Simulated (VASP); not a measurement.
Input of a VASP 6.6.1 run:

File INCAR:

```
SYSTEM = ZnS
PREC = Accurate
ENCUT = 520
EDIFF = 1E-8
ISMEAR = 0
SIGMA = 0.01
LREAL = Auto
LASPH = .TRUE.
NELM = 80
ALGO = Normal
ISIF = 2
LWAVE = .FALSE.
LCHARG = .FALSE.
GGA = PS
LEFG = .TRUE.
NBANDS = 86
```

File KPOINTS:

```
regular mesh
0
G
  4 4 4
  0 0 0
```

The input POSCAR:

```
ZnS
1.0
    0.0000000000      5.4040000000      5.4040000000
    5.4040000000      0.0000000000      5.4040000000
    5.4040000000      5.4040000000      0.0000000000
Zn S
8 8
Direct
    0.1250000000      0.1250000000      0.1250000000
    0.1250000000      0.1250000000      0.6250000000
    0.1250000000      0.6250000000      0.1250000000
    0.1250000000      0.6250000000      0.6250000000
    0.6250000000      0.1250000000      0.1250000000
    0.6250000000      0.1250000000      0.6250000000
    0.6250000000      0.6250000000      0.1250000000
    0.6250000000      0.6250000000      0.6250000000
    0.0000000000      0.0000000000      0.0000000000
    0.0000000000      0.0000000000      0.5000000000
    0.0000000000      0.5000000000      0.0000000000
    0.0000000000      0.5000000000      0.5000000000
    0.5000000000      0.0000000000      0.0000000000
    0.5000000000      0.0000000000      0.5000000000
    0.5000000000      0.5000000000      0.0000000000
    0.5000000000      0.5000000000      0.5000000000
```

Potentials or basis: VASP PAW PBE potentials, release 64 (Zn, S).

The run is started by

```sh
$ cat potpaw_PBE.64/Zn/POTCAR potpaw_PBE.64/S/POTCAR > POTCAR
$ mpirun -np 1 vasp_std > vasp.out
```

Task: What does it give for the band gap on the k mesh?

Result: 1.98 eV.

Task: What does it give for the pressure?

Result: -1.8 GPa.

Caveat: the PAW data sets were made with another functional, which shifts forces and pressure a little. Expect the measured gap to be larger: semilocal functionals such as PBEsol lack the derivative discontinuity.
